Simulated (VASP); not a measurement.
Be2CN, 4 atoms in the cell. Symmetry: P-6m2, No. 187, hexagonal system. Conventional cell: a = 3.035 Å, b = 3.035 Å, c = 3.929 Å, α = 90.00°, β = 90.00°, γ = 120.00°. Within 2.3 Å of Be (site symmetry -6m2) lie 3 N at 1.75 Å and 2 C at 1.96 Å. Within 2.3 Å of Be (site symmetry -6m2) lie 3 C at 1.75 Å and 2 N at 1.96 Å. Within 2.3 Å of C (site symmetry -6m2) lie 5 Be at 1.75 to 1.96 Å. N (site symmetry -6m2) has 5 Be at 1.75 to 1.96 Å within 2.3 Å. 

* Program: VASP 6.6.1
* Task: single point
* Functional: PBE
* Potentials or basis: VASP PAW PBE potentials, release 64 (Be, C, N)
* Cutoff: 520 eV
* k mesh: 6 × 6 × 4
* Occupations: gaussian, width 0.1 eV
* Spin: no spin polarisation
* Dipole correction: no
* Further INCAR settings: ALGO = Normal; EDIFF = 1e-07; NBANDS = 14

Potentials or basis: VASP PAW PBE potentials, release 64 (Be, C, N).

Run with:

```bash
$ cat potpaw_PBE.64/Be/POTCAR potpaw_PBE.64/C/POTCAR potpaw_PBE.64/N/POTCAR > POTCAR
$ mpirun -np 1 vasp_std > vasp.out
```

Hardware: 1 thread of Intel Xeon 6975P-C (shared host).

Q: Estimate the wall time of this run.

A: It took 8.2 s on 1 thread of Intel Xeon 6975P-C, with other jobs on the host, peak memory 0.14 GiB. Counts: scf iterations 15, k points 24.
